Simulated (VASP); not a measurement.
# I (P6_3/mmc) in VASP: further runs, part 2 of 2

VASP 6.6.1. The steps go on from the part before.

**4. Relaxation of cell and atoms, PBE**

This run uses another cell than the first one, of 49.89 Å³/atom.

INCAR

```
PREC = Accurate
ENCUT = 600
EDIFF = 1E-6
ISMEAR = 0
SIGMA = 0.1
LREAL = False
LASPH = True
NELM = 80
ALGO = Normal
ISIF = 3
LWAVE = False
LCHARG = False
GGA = PE
IBRION = 2
NSW = 90
EDIFFG = -0.04
```

KPOINTS

```
Automatic mesh
0
Gamma
  6 6 2
```

POSCAR

```
I
1.0
    4.4772516270      0.0000000000      0.0000000000
   -2.2386258135      3.8774136481      0.0000000000
    0.0000000000      0.0000000000     11.4947031312
I
4
Direct
    0.3333333333      0.6666666667      0.1610000000
    0.6666666667      0.3333333333      0.6610000000
    0.3333333333      0.6666666667      0.3390000000
    0.6666666667      0.3333333333      0.8390000000
```

Potentials or basis: VASP PAW PBE potentials, release 64 (I).

Command:

```console
$ cat potpaw_PBE.64/I/POTCAR > POTCAR
$ mpirun -np 1 vasp_std > vasp.out
```

OUTCAR:

```text
PREC = Accurate
   ENCUT = 600
   EDIFF = 1E-6
   ISMEAR = 0
   LREAL = False
   LASPH = True
   NELM = 80
   ISIF = 3
   GGA = PE
   IBRION = 2
   NSW = 90
   EDIFFG = -0.04

 ion  position               nearest neighbor table
   1  0.333  0.667  0.161-   3 2.05
   2  0.667  0.333  0.661-   4 2.05
   3  0.333  0.667  0.339-   1 2.05
   4  0.667  0.333  0.839-   2 2.05

  LATTYP: Found a hexagonal cell.
 ALAT       =     4.4772516270
 C/A-ratio  =     2.5673569611

  Lattice vectors:

 A1 = (   4.4772516270,   0.0000000000,   0.0000000000)
 A2 = (  -2.2386258135,   3.8774136481,   0.0000000000)
 A3 = (   0.0000000000,   0.0000000000,  11.4947031312)

Analysis of symmetry for initial positions (statically):
=====================================================================
 Subroutine PRICEL returns:
 Original cell was already a primitive cell.

 Routine SETGRP: Setting up the symmetry group for a
 hexagonal supercell.

 Subroutine GETGRP returns: Found 24 space group operations
 (whereof 12 operations were pure point group operations)
 out of a pool of 24 trial point group operations.

The static configuration has the point symmetry D_3d.
 The point group associated with its full space group is D_6h.

Analysis of symmetry for dynamics (positions and initial velocities):
=====================================================================
 Subroutine PRICEL returns:
 Original cell was already a primitive cell.

 Routine SETGRP: Setting up the symmetry group for a
 hexagonal supercell.

 Subroutine GETGRP returns: Found 24 space group operations
 (whereof 12 operations were pure point group operations)
 out of a pool of 24 trial point group operations.

The dynamic configuration has the point symmetry D_3d.
 The point group associated with its full space group is D_6h.

 Subroutine INISYM returns: Found 24 space group operations
 (whereof 12 operations are pure point group operations),
 and found     1 'primitive' translations

[... 122 lines left out ...]
  volume of cell :      199.55
 maximum number of plane-waves:      6699
 NGX is ok and might be reduce to    36
   NGX = 17   NGY = 17   NGZ = 45

--------------------------------------- Ionic step        1  -------------------------------------------

 number of electron      28.0000000 magnetization

 Free energy of the ion-electron system (eV)
  ---------------------------------------------------
  ext. energy  EPLUGINS =         0.00000000
  ---------------------------------------------------
  free energy    TOTEN  =         6.09589828 eV

  energy without entropy =        6.09589828  energy(sigma->0) =        6.09589828

------------------------ aborting loop because EDIFF is reached ----------------------------------------

  FORCE on cell =-STRESS in cart. coord.  units (eV):
  Direction    XX          YY          ZZ          XY          YZ          ZX
  --------------------------------------------------------------------------------------
  -------------------------------------------------------------------------------------
  Total        1.1138150      1.1138150    113.1660828      0.0000000      0.0000000      0.0000000
  in kB        8.9427736      8.9427736    908.6057241      0.0000000      0.0000000      0.0000000
  external PRESSURE =     308.8304238 kB  Pullay stress =       0.0000000 kB
[... 95 lines left out ...]
  FREE ENERGIE OF THE ION-ELECTRON SYSTEM (eV)
  ---------------------------------------------------
  free  energy   TOTEN  =        -2.9264822772 eV

  energy  without entropy=       -2.7972388666  energy(sigma->0) =       -2.86186057

 E-fermi :  -0.3188     XC(G=0):  -6.6933

 val. band max:       -0.3473030568   @ k =   0.5000   0.0000   0.5000
 cond. band min:      -0.3100836598   @ k =   0.1667   0.0000   0.0000
 fundamental gap:      0.0372193971
 Fermi energy:        -0.3187556978

 k-point     1 :       0.0000    0.0000    0.0000
  band No.  band energies     occupation
      1     -12.1373      2.00000
      2     -12.0612      2.00000
      3     -11.4381      2.00000
      4     -11.3321      2.00000
      5      -2.6849      2.00000
      6      -1.9489      2.00000
[... 271 lines left out ...]
      5      -2.3766      2.00000
      6      -2.3766      2.00000
[... 10 lines left out ...]
     17       6.8038      0.00000
     18       6.8038      0.00000

[... ionic steps 4 to 27 ...]

--------------------------------------- Ionic step       28  -------------------------------------------

 number of electron      27.9999996 magnetization

------------------------ aborting loop because EDIFF is reached ----------------------------------------
[... 71 lines left out ...]
--------------------------------------- Ionic step       30  -------------------------------------------

 number of electron      28.0000005 magnetization

 Free energy of the ion-electron system (eV)
  ---------------------------------------------------
  ext. energy  EPLUGINS =         0.00000000
  ---------------------------------------------------
  free energy    TOTEN  =        -5.70173370 eV

  energy without entropy =       -5.70037195  energy(sigma->0) =       -5.70105282

 E-fermi :   1.1356     XC(G=0):  -7.0095

 val. band max:        0.9760557113   @ k =   0.3333   0.0000   0.0000
 cond. band min:       1.2042393671   @ k =   0.0000   0.0000   0.0000
 fundamental gap:      0.2281836558
 Fermi energy:         1.1356097609

 k-point     1 :       0.0000    0.0000    0.0000
  band No.  band energies     occupation
      1     -12.3530      2.00000
      2     -12.0419      2.00000
      3     -10.5712      2.00000
      4      -9.9080      2.00000
      5      -3.6755      2.00000
      6      -2.1843      2.00000
[... 314 lines left out ...]
  FREE ENERGIE OF THE ION-ELECTRON SYSTEM (eV)
  ---------------------------------------------------
  free  energy   TOTEN  =        -5.7017336968 eV

  energy  without entropy=       -5.7003719481  energy(sigma->0) =       -5.70105282

 reached required accuracy - stopping structural energy minimisation
```

CONTCAR:

```text
I
   1.00000000000000
     4.7430112066752397    0.0000000000000000   -0.0000000000000000
    -2.3715056033376198    4.1075681953946912   -0.0000000000000000
     0.0000000000000000    0.0000000000000000   10.9069042600719879
  I
     4
Direct
     0.3333333332999970    0.6666666667000030    0.1249320761434398
     0.6666666667000030    0.3333333332999970    0.6249320761434400
     0.3333333332999970    0.6666666667000030    0.3750679238565602
     0.6666666667000030    0.3333333332999970    0.8750679238565600

  0.00000000E+00  0.00000000E+00  0.00000000E+00
  0.00000000E+00  0.00000000E+00  0.00000000E+00
  0.00000000E+00  0.00000000E+00  0.00000000E+00
  0.00000000E+00  0.00000000E+00  0.00000000E+00
```

Run time: 10 min. Hardware: 1 thread of AMD EPYC 9R45 (Zen 5), shared host; peak memory 0.35 GiB.

What came out:

```
Free energy                           : -5.7017 eV
Relaxed volume                        : 53.12 Å³/atom
Relaxed cell                          : a = 4.743 Å, b = 4.743 Å, c = 10.907 Å, α = 90.00°, β = 90.00°, γ = 120.00°
Space group after relaxing (to 0.1 Å) : P6_3/mmc (No. 194)
Energy gained by relaxing             : 2949.4 meV/atom
Ionic steps                           : 30
Pressure after relaxing               : 0.0 GPa
Largest force after relaxing          : 0.039 eV/Å
Band gap on the k mesh                : 0.23 eV (least direct gap 0.26 eV)
```

Forces on the atoms (eV/Å):
```
I    0.000  0.000 -0.039
I    0.000  0.000 -0.039
I    0.000  0.000  0.039
I    0.000  0.000  0.039
```

Step by step:
| step | energy change (eV) | largest force (eV/Å) | pressure (GPa) | volume (Å³) |
| --- | --- | --- | --- | --- |
| 1 | 0.0000 | 27.7040 | 30.88 | 199.55 |
| 2 | -9.0208 | 0.1962 | -0.81 | 484.67 |
| 3 | -9.0224 | 0.2066 | -0.82 | 482.78 |
| 4 | -9.0258 | 0.2361 | -0.85 | 476.97 |
| 5 | -8.9864 | 0.4559 | -1.30 | 356.17 |
| 6 | -9.0573 | 0.4041 | -1.73 | 277.29 |
| 7 | -9.4553 | 0.0636 | -2.25 | 238.28 |
| 8 | -10.0425 | 0.3826 | -2.57 | 218.88 |
| 9 | -10.5060 | 0.7040 | -2.59 | 209.20 |
| 10 | -10.7741 | 0.8545 | -2.47 | 204.38 |
| 11 | -10.9133 | 0.9169 | -2.36 | 201.96 |
| 12 | -10.9834 | 0.9438 | -2.29 | 200.76 |
| 13 | -11.0185 | 0.9557 | -2.26 | 200.15 |
| 14 | -11.0360 | 0.9610 | -2.24 | 199.85 |
| 15 | -11.0448 | 0.9636 | -2.23 | 199.70 |
| 16 | -11.0492 | 0.9651 | -2.22 | 199.63 |
| 17 | -11.0514 | 0.9656 | -2.23 | 199.59 |
| 18 | -11.0525 | 0.9658 | -2.23 | 199.57 |
| 19 | -11.0530 | 0.9661 | -2.22 | 199.56 |
| 20 | -11.6118 | 0.7741 | 0.18 | 183.61 |
| 21 | -11.6314 | 0.5683 | 1.03 | 180.56 |
| 22 | -11.7009 | 0.2129 | 1.14 | 184.95 |
| 23 | -11.7242 | 0.1976 | 1.43 | 189.31 |
| 24 | -11.7713 | 0.0411 | 0.67 | 195.84 |
| 25 | -11.7862 | 0.2061 | -0.28 | 206.78 |
| 26 | -11.7888 | 0.1395 | -0.05 | 203.80 |
| 27 | -11.7888 | 0.1328 | -0.03 | 203.50 |
| 28 | -11.7922 | 0.0846 | 0.01 | 205.06 |
| 29 | -11.7965 | 0.0709 | 0.16 | 209.78 |
| 30 | -11.7976 | 0.0386 | 0.05 | 212.49 |

Final structure:
```
I
1.0
     4.74301    0.00000    0.00000
    -2.37151    4.10757    0.00000
     0.00000    0.00000   10.90690
I
4
Cartesian
  0.0000 2.7384 1.3626
  2.3715 1.3692 6.8161
  0.0000 2.7384 4.0908
  2.3715 1.3692 9.5443
```

Caveat: this functional lacks dispersion, which holds the molecules together, so the pressure and a relaxed volume are unreliable; spin-orbit coupling is left out, which moves the levels of the heavy elements.

**5. Overview**

| task | cell | k mesh | cutoff (eV) | smearing | gap on the mesh (eV) | pressure (GPa) | largest force (eV/Å) |
| --- | --- | --- | --- | --- | --- | --- | --- |
| single point | a = 4.770, b = 4.770, c = 10.834 Å, angles 90.0, 90.0, 120.0°, 4 atoms, atomic positions A | 6 × 6 × 2 | 520 | gaussian 0.1 eV | 0.23 | 0.0 | 0.02 |
| single point | a = 4.823, b = 4.823, c = 10.800 Å, angles 90.0, 90.0, 120.0°, 4 atoms, atomic positions A | 9 × 9 × 4 | 520 | gaussian 0.01 eV | 0.29 | 0.0 | 0.02 |
| relaxation of cell and atoms | relaxed from a = 4.477, b = 4.477, c = 11.495 Å, angles 90.0, 90.0, 120.0°, 4 atoms, atomic positions B | 6 × 6 × 2 | 600 | gaussian 0.1 eV | 0.23 | 0.0 | 0.04 |

Alike in all rows: level PBE; potentials or basis VASP PAW PBE potentials, release 64 (I); no spin polarisation.

Caveats: this functional lacks dispersion, which holds the molecules together, so the pressure and a relaxed volume are unreliable; spin-orbit coupling is left out, which moves the levels of the heavy elements; an odd mesh through Γ misses points on the zone boundary, where band edges can lie (at least some runs).

Absolute energies hang on the potentials; compare differences alone.
